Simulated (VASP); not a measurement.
Here is a VASP 6.6.1 calculation.

File INCAR:

```
ALGO     = Normal         # electronic algorithm
EDIFF    = 1E-7           # SCF threshold, eV
ENCUT    = 520            # plane-wave cutoff, eV
GGA      = PE             # functional
ISIF     = 2              # what is computed and relaxed
ISMEAR   = 0              # smearing method
LASPH    = T              # aspherical terms in the spheres
LCHARG   = F              # write CHGCAR
LREAL    = F              # projectors in reciprocal space
LWAVE    = F              # write WAVECAR
NBANDS   = 21             # bands
NELM     = 100            # most SCF steps
PREC     = Accurate       # precision mode
SIGMA    = 0.05           # smearing width, eV
```

Contents of KPOINTS:

```
k-points
0
Gamma
  12 12 6
```

File POSCAR:

```
Pb
1.0
    3.4800000000      0.0000000000      0.0000000000
   -1.7400000000      3.0137684052      0.0000000000
    0.0000000000      0.0000000000      5.5900000000
Pb
2
Direct
    0.3333333333      0.6666666667      0.2500000000
    0.6666666667      0.3333333333      0.7500000000
```

Potentials or basis: VASP PAW PBE potentials, release 64 (Pb_d).

The run is started by

```console
$ cat potpaw_PBE.64/Pb_d/POTCAR > POTCAR
$ mpirun -np 1 vasp_std > vasp.out
```

Q: What does it give for the band gap on the k mesh?

A: Zero (band 14 reaches 13.35 eV, above the bottom of band 15 at 5.38 eV).

Q: What does it give for the pressure?

A: 3.8 GPa.

Stress tensor (GPa, compression positive):
```
3.12 0.00 0.00
0.00 3.12 0.00
0.00 0.00 5.25
```

Caveat: spin-orbit coupling is left out, which moves the levels of the heavy elements.
